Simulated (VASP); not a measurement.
Wanted: the native input for a VASP 6.6.1 run.

```
Task                   : relaxation of cell and atoms
Functional             : RPBE
Dispersion             : D4
Potentials or basis    : VASP PAW PBE potentials, release 64 (Ga_d)
Cutoff                 : 600 eV
k mesh                 : 13 × 13 × 13
Occupations            : fermi-dirac, width 0.05 eV
Spin                   : no spin polarisation
Dipole correction      : no
Further INCAR settings : ALGO = Normal; EDIFF = 1e-06; IBRION = 2; EDIFFG = -0.01; NSW = 60; ISIF = 3
```

The structure of Ga lies in POSCAR:

```
Ga
1.0
   -1.3843987196      1.3843987196      2.3112238365
    1.3843987196     -1.3843987196      2.3112238365
    1.3843987196      1.3843987196     -2.3112238365
Ga
1
Direct
    0.0000000000      0.0000000000      0.0000000000
```

The input as run:

INCAR

```
SYSTEM = Ga
PREC = Accurate
ENCUT = 600
EDIFF = 1E-6
ISMEAR = -1
SIGMA = 0.05
LREAL = .FALSE.
LASPH = .TRUE.
NELM = 100
ALGO = Normal
ISIF = 3
LWAVE = .FALSE.
LCHARG = .FALSE.
GGA = RP
IVDW = 13
IBRION = 2
NSW = 60
EDIFFG = -0.01
```

KPOINTS

```
Automatic mesh
0
G
  13 13 13
  0 0 0
```

Potentials or basis: VASP PAW PBE potentials, release 64 (Ga_d).

Command:

```bash
$ cat potpaw_PBE.64/Ga_d/POTCAR > POTCAR
$ mpirun -np 1 vasp_std > vasp.out
```

Results of the run:

The relaxed volume is 16.99 Å³/atom, the relaxed cell is a = 2.964 Å, b = 2.964 Å, c = 2.964 Å, α = 124.53°, β = 124.53°, γ = 82.32° and the space group after relaxing (to 0.1 Å) is I4/mmm (No. 139). The energy gained by relaxing is 6.6 meV/atom and the ionic steps are 10. The pressure after relaxing is 0.0 GPa, the band gap on the k mesh is zero (an odd number of electrons rules out a gap without spin polarisation) and the dispersion energy per atom is -0.972 eV.

Caveat: the PAW data sets were made with another functional, which shifts forces and pressure a little.

It took 3 min on 1 thread of Intel Xeon 8259CL (shared host), peak memory 0.18 GiB.
